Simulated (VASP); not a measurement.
Si: single point with PBEsol

Si:

```xyz
1
Lattice="2.5496 0.0000 0.0000 -1.2748 2.2080 0.0000 0.0000 0.0000 2.4302" Properties=species:S:1:pos:R:3 pbc="T T T"
Si    0.0000    0.0000    0.0000
```

* Program: VASP 6.6.1
* Task: single point
* Functional: PBEsol
* Potentials or basis: VASP PAW PBE potentials, release 64 (Si)
* Cutoff: 520 eV
* k mesh: 12 × 12 × 11
* Occupations: methfessel-paxton, width 0.1 eV
* Spin: no spin polarisation
* Dipole correction: no
* Further INCAR settings: ALGO = Normal; EDIFF = 1e-06; NBANDS = 8

```
Pressure               : 10.3 GPa
Band gap on the k mesh : zero (band 2 reaches 18.01 eV, above the bottom of band 3 at 5.65 eV)
```

Stress tensor (GPa, compression positive):
```
10.02  0.00  0.00
 0.00 10.02  0.00
 0.00  0.00 10.72
```

Levels at points of the mesh, in eV from the Fermi level:
```csv
k point,band 1,band 2,band 3,band 4,band 5,band 6
"(0.00, 0.00, 0.00)",-14.73,7.49,8.14,11.46,11.46,12.75
"(0.50, 0.00, 0.00)",-7.65,-7.21,5.72,6.74,13.58,15.28
```

Wall time 4.5 s on 1 thread of Intel(R) Xeon(R) Platinum 8488C (Sapphire Rapids), on a shared host, peak memory 0.12 GiB.

Caveat: the PAW data sets were made with another functional, which shifts forces and pressure a little.
